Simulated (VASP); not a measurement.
Write the native input for VASP 6.6.1 that does the following.

* Task: relaxation of cell and atoms
* Functional: PBE
* Potentials or basis: VASP PAW PBE potentials, release 64 (Al, B, N)
* Cutoff: 600 eV
* k mesh: 4 × 4 × 2
* Occupations: gaussian, width 0.15 eV
* Spin: no spin polarisation
* Dipole correction: no
* Further INCAR settings: ALGO = Normal; EDIFF = 1e-07; IBRION = 2; EDIFFG = -0.08; NSW = 36; ISIF = 3

The structure of Al3BN2 lies in POSCAR:

```
Al3BN2
1.0
    3.7354949900      0.0000000000      0.0000000000
   -1.8677474900      3.2350335600      0.0000000000
    0.0000000000      0.0000000000      6.1445504100
Al B N
3 1 2
Direct
    0.3333333300      0.6666666700      0.0000000000
    0.3333333300      0.6666666700      0.2841880700
    0.3333333300      0.6666666700      0.7158119300
    0.0000000000      0.0000000000      0.0000000000
    0.3333333300      0.6666666700      0.5000000000
    0.6666666700      0.3333333300      0.0000000000
```

The cell was built from a structure type or drawn by symmetry, and may not be a known phase.

These files were run (other wordings do the same):

INCAR

```
PREC = Accurate ; ENCUT = 600
EDIFF = 1E-7 ; ISMEAR = 0
SIGMA = 0.15 ; LREAL = False
LASPH = True ; NELM = 120
ALGO = Normal ; ISIF = 3
LWAVE = False ; LCHARG = False
GGA = PE ; IBRION = 2
NSW = 36 ; EDIFFG = -0.08
GGA_COMPAT = False ; NELMIN = 4
```

KPOINTS

```
Automatic mesh
0
Gamma
  4 4 2
```

Potentials or basis: VASP PAW PBE potentials, release 64 (Al, B, N).

Command:

```bash
$ cat potpaw_PBE.64/Al/POTCAR potpaw_PBE.64/B/POTCAR potpaw_PBE.64/N/POTCAR > POTCAR
$ mpirun -np 1 vasp_std > vasp.out
```

It gave:

```
Relaxed volume                        : 17.75 Å³/atom
Relaxed cell                          : a = 3.802 Å, b = 3.802 Å, c = 8.508 Å, α = 90.00°, β = 90.00°, γ = 120.00°
Space group after relaxing (to 0.1 Å) : P-6m2 (No. 187)
Energy gained by relaxing             : 3011.0 meV/atom
Ionic steps                           : 26
Pressure after relaxing               : -0.1 GPa
Largest force after relaxing          : 0.024 eV/Å
Band gap on the k mesh                : zero (bands 11 and 12 overlap by 0.36 eV)
```

Caveat: the k points lie up to 0.48 Å⁻¹ apart in the final cell; the volume moved by over 15 % at a fixed basis, so the end points are rough; semilocal functionals underestimate gaps, so a narrow gap can read as zero.

Run time: 4.1 min on 1 thread of AMD EPYC 9R45 96-Core Processor (Zen 5) (shared host), peak memory 0.18 GiB.
